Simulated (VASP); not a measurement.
A run of VASP 6.6.1 is set up as follows.

The input INCAR:

```
SYSTEM = Be3Cl2
  PREC = Accurate
  ENCUT = 520
  EDIFF = 1E-6
  ISMEAR = 0
  SIGMA = 0.02
  LREAL = .False.
  LASPH = .True.
  NELM = 80
  ALGO = Normal
  ISIF = 2
  LWAVE = .False.
  LCHARG = .False.
  GGA = PE
  NBANDS = 18
```

Contents of KPOINTS:

```
Automatic mesh
0
Gamma
  6 6 8
  0 0 0
```

The input POSCAR:

```
Be3Cl2
1.0
    4.3158716346     -3.0284029940     -0.0015139295
    4.3158716346      3.0284029940     -0.0015139295
   -1.0605109485      0.0000000000      3.8206442221
Be Cl
3 2
Direct
    0.4648733919      0.7701692561      0.0673952607
    0.2298307439      0.5351266081      0.9326047393
    0.2924347862      0.7075652138      0.5000000000
    0.8626665674      0.7664721560      0.1449662610
    0.2335278440      0.1373334326      0.8550337390
```

Potentials or basis: VASP PAW PBE potentials, release 64 (Be, Cl).

The run is started by

```console
$ cat potpaw_PBE.64/Be/POTCAR potpaw_PBE.64/Cl/POTCAR > POTCAR
$ mpirun -np 1 vasp_std > vasp.out
```

Predict the pressure.

0.0 GPa.

Estimate the band gap on the k mesh.

1.19 eV (least direct gap 1.35 eV).

Predict the largest force.

0.007 eV/Å.

Forces in eV/Å, atoms in the order of the input:
```
Be  -0.004 -0.003  0.003
Be   0.004 -0.003 -0.003
Be   0.000 -0.007  0.000
Cl  -0.002  0.006 -0.001
Cl   0.002  0.006  0.001
```

A k mesh can miss the band edges.
